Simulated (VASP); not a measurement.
# Mg (P-3m1) in VASP: single point with PBEsol+D3(BJ)

Aim: the single point of Mg with PBEsol+D3(BJ).

All numbers are computed with VASP 6.6.1; they aren't measurements. Logs are shortened: lines on timing, memory, paths and dates and some standing lists are left out, and cuts for length are marked.

## Step 1: The cell of the first run

Symmetry: P-3m1, No. 164, trigonal system. The conventional cell has a = 3.150 Å, b = 3.150 Å, c = 15.230 Å, α = 90.00°, β = 90.00°, γ = 120.00°. Mg (site symmetry 3m) has 12 Mg at 3.14 to 3.16 Å within 4.1 Å. Mg (site symmetry 3m) has 9 Mg at 3.15 to 3.16 Å within 4.1 Å.

## Step 2: Single point, PBEsol+D3(BJ)

Contents of INCAR:

```
SYSTEM = Mg
ALGO = Normal
EDIFF = 1E-6
ENCUT = 520
GGA = PS
ISIF = 2
ISMEAR = 0
IVDW = 12
LASPH = .True.
LCHARG = .False.
LREAL = .False.
LWAVE = .False.
NBANDS = 12
NELM = 80
PREC = Accurate
SIGMA = 0.1
```

Contents of KPOINTS:

```
k-points
0
Gamma
  8 8 2
  0 0 0
```

Contents of POSCAR:

```
Mg
1.0
    3.1499460000      0.0000000000      0.0000000000
   -1.5749730000      2.7279330000      0.0000000000
    0.0000000000      0.0000000000     15.2298970000
Mg
4
Direct
    0.3333333333      0.6666666667      0.9159790000
    0.6666666667      0.3333333333      0.7461220000
    0.3333333333      0.6666666667      0.2538780000
    0.6666666667      0.3333333333      0.0840210000
```

Potentials or basis: VASP PAW PBE potentials, release 64 (Mg).

Started as:

```bash
> cat potpaw_PBE.64/Mg/POTCAR > POTCAR
> mpirun -np 1 vasp_std > vasp.out
```

OUTCAR:

```text
SYSTEM = Mg
   EDIFF = 1E-6
   ENCUT = 520
   GGA = PS
   ISIF = 2
   ISMEAR = 0
   IVDW = 12
   LASPH = .True.
   LREAL = .False.
   NELM = 80
   PREC = Accurate
 IVDW          = 12

 ion  position               nearest neighbor table
   1  0.333  0.667  0.916-   4 3.14   4 3.14   4 3.14   2 3.16   2 3.16   2 3.16
   2  0.667  0.333  0.746-   1 3.16   1 3.16   1 3.16
   3  0.333  0.667  0.254-   4 3.16   4 3.16   4 3.16
   4  0.667  0.333  0.084-   1 3.14   1 3.14   1 3.14   3 3.16   3 3.16   3 3.16

  LATTYP: Found a hexagonal cell.
 ALAT       =     3.1499460000
 C/A-ratio  =     4.8349708217

  Lattice vectors:

 A1 = (   3.1499460000,   0.0000000000,   0.0000000000)
 A2 = (  -1.5749730000,   2.7279330000,   0.0000000000)
 A3 = (   0.0000000000,   0.0000000000,  15.2298970000)

Analysis of symmetry for initial positions (statically):
=====================================================================
 Subroutine PRICEL returns:
 Original cell was already a primitive cell.

 Routine SETGRP: Setting up the symmetry group for a
 hexagonal supercell.

 Subroutine GETGRP returns: Found 12 space group operations
 (whereof 12 operations were pure point group operations)
 out of a pool of 24 trial point group operations.

The static configuration has the point symmetry D_3d.

Analysis of symmetry for dynamics (positions and initial velocities):
=====================================================================
 Subroutine PRICEL returns:
 Original cell was already a primitive cell.

 Routine SETGRP: Setting up the symmetry group for a
 hexagonal supercell.

 Subroutine GETGRP returns: Found 12 space group operations
 (whereof 12 operations were pure point group operations)
 out of a pool of 24 trial point group operations.

The dynamic configuration has the point symmetry D_3d.

 Subroutine INISYM returns: Found 12 space group operations
 (whereof 12 operations are pure point group operations),
 and found     1 'primitive' translations

----------------------------------------------------------------------------------------

                                     Primitive cell

  volume of cell :     130.8681

  direct lattice vectors                    reciprocal lattice vectors
     3.149946000  0.000000000  0.000000000     0.317465760  0.183288959  0.000000000
[... 95 lines left out ...]
   PSTRESS=    0.0 pullay stress
   NELECT =       8.0000    total number of electrons
   NUPDOWN=      -1.0000    fix difference up-down
   EMIN   =  10.00;   EMAX   =-10.00  energy-range for DOS
   EFERMI =   0.00;   METHOD = LEGACY
   ISMEAR =     0;   SIGMA  =   0.10  broadening in eV -4-tet -1-fermi 0-gaus
   EFERMI_NEDOS =   21; number of points for ismear=-14 and -15
   IALGO  =     38    algorithm
   IMIX   =      4    mixing-type and parameters
     AMIX     =   0.40;   BMIX     =  1.00
     AMIX_MAG =   1.60;   BMIX_MAG =  1.00
  volume/ion in A,a.u.               =      32.72       220.79
  Fermi-wavevector in a.u.,A,eV,Ry     =   0.644902  1.218688  5.658640  0.415898
  Thomas-Fermi vector in A             =   1.712382
   LORBIT       =      0    0 simple, 1 ext, 2 COOP (PROOUT), +10 PAW based schemes
   GGA     = PS    functional components
   LHFCALC =     F    Hartree Fock is set to
   AEXX    =    0.0000 exact exchange contribution
   IVDW    =    12    specifies the selected vdW correction
   LEPSILON=     F    determine dielectric tensor
   LRPA    =     F    only Hartree local field effects (RPA)
 non-spin polarized calculation
 Gauss-broadening in eV      SIGMA  =   0.10
  energy-cutoff  :      520.00
  volume of cell :      130.87
 maximum number of plane-waves:      3548
 NGX is ok and might be reduce to    24
   NGX = 11   NGY = 11   NGZ = 57

 number of electron       8.0000000 magnetization

 Free energy of the ion-electron system (eV)
  ---------------------------------------------------
  ext. energy  EPLUGINS =         0.00000000
  ---------------------------------------------------
  free energy    TOTEN  =        -6.24296940 eV

  energy without entropy =       -6.22700788  energy(sigma->0) =       -6.23498864

 E-fermi :   0.5818     XC(G=0):  -6.7472

 val. band max:        0.5734588043   @ k =   0.3750   0.2500   0.0000
 cond. band min:       0.5881039084   @ k =   0.1250   0.1250   0.5000
 fundamental gap:      0.0146451041
 Fermi energy:         0.5817982374

 k-point     1 :       0.0000    0.0000    0.0000
  band No.  band energies     occupation
      1      -5.9778      2.00000
      2      -5.1791      2.00000
      3      -3.8785      2.00000
      4      -2.0675      2.00000
      5      -0.3800      2.00000
      6       2.0881      0.00000
      7       3.2622      0.00000
      8       6.5576      0.00000
      9       6.5625      0.00000
     10      11.4153      0.00000
     11      11.7807      0.00000
     12      12.2661      0.00000
[... 271 lines left out ...]
 k-point    20 :       0.3750    0.2500    0.5000
  band No.  band energies     occupation
      1      -0.2227      2.00000
      2      -0.1436      2.00000
      3       0.4812      1.84506
      4       0.5725      1.10477
      5       1.8637      0.00000
      6       1.8761      0.00000
      7       2.0460      0.00000
      8       3.3323      0.00000
      9       3.5329      0.00000
     10       4.2046      0.00000
     11       4.4312      0.00000
     12       5.2170      0.00000

------------------------ aborting loop because EDIFF is reached ----------------------------------------

 Edisp (eV)   -0.82966

 E8    (eV) :    -0.5559

  FORCE on cell =-STRESS in cart. coord.  units (eV):
  Direction    XX          YY          ZZ          XY          YZ          ZX
  --------------------------------------------------------------------------------------
  -------------------------------------------------------------------------------------
  Total      -1.12384    -1.12384    -0.73744    -0.00000     0.00000    -0.00000
  in kB     -13.75878   -13.75878    -9.02829    -0.00000     0.00000    -0.00000
  external pressure =      -12.18 kB  Pullay stress =        0.00 kB

 VOLUME and BASIS-vectors are now :
 -----------------------------------------------------------------------------
  energy-cutoff  :      520.00
  volume of cell :      130.87
      direct lattice vectors                 reciprocal lattice vectors
     3.149946000  0.000000000  0.000000000     0.317465760  0.183288959  0.000000000
    -1.574973000  2.727933000  0.000000000     0.000000000  0.366577918  0.000000000
     0.000000000  0.000000000 15.229897000     0.000000000  0.000000000  0.065660326

 POSITION                                       TOTAL-FORCE (eV/Angst)
 -----------------------------------------------------------------------------------
     -0.00000      1.81862     13.95027         0.000000     -0.000000      0.050702
      1.57497      0.90931     11.36336         0.000000      0.000000      0.051425
     -0.00000      1.81862      3.86654         0.000000      0.000000     -0.051425
      1.57497      0.90931      1.27963        -0.000000      0.000000     -0.050702
 -----------------------------------------------------------------------------------
    total drift:                               -0.000000     -0.000000     -0.000000

  FREE ENERGIE OF THE ION-ELECTRON SYSTEM (eV)
  ---------------------------------------------------
  free  energy   TOTEN  =        -7.0726269196 eV

  energy  without entropy=       -7.0566653986  energy(sigma->0) =       -7.06464616
```

stdout:

```text
POSCAR found type information on POSCAR Mg
 POSCAR found :  1 types and       4 ions
 scaLAPACK will be used
 -----------------------------------------------------------------------------
|                                                                             |
|                                                                             |
|     You enforced a specific xc type in the INCAR file but a different       |
|     I HOPE YOU KNOW WHAT YOU ARE DOING!                                     |
|                                                                             |
 -----------------------------------------------------------------------------

 LDA part: xc-table for (Slater+PW92), standard interpolation
 POSCAR, INCAR and KPOINTS ok, starting setup
 FFT: planning ... GRIDC
 FFT: planning ... GRID_SOFT
 FFT: planning ... GRID
 WAVECAR not read
 entering main loop
```

Run time: 46 s. Hardware: 1 thread of Intel Xeon Platinum 8259CL at 2.50GHz (Skylake/Cascade Lake), shared host; peak memory 0.24 GiB.

What came out:

```
Free energy                : -7.0726 eV
Pressure                   : -1.2 GPa
Largest force              : 0.051 eV/Å
Band gap on the k mesh     : zero (bands 4 and 5 overlap by 1.72 eV)
Dispersion energy per atom : -0.207 eV
```

Forces on the atoms (eV/Å):
```
Mg   0.000  0.000  0.051
Mg   0.000  0.000  0.051
Mg   0.000  0.000 -0.051
Mg   0.000  0.000 -0.051
```

Caveat: the PAW data sets were made with another functional, which shifts forces and pressure a little.
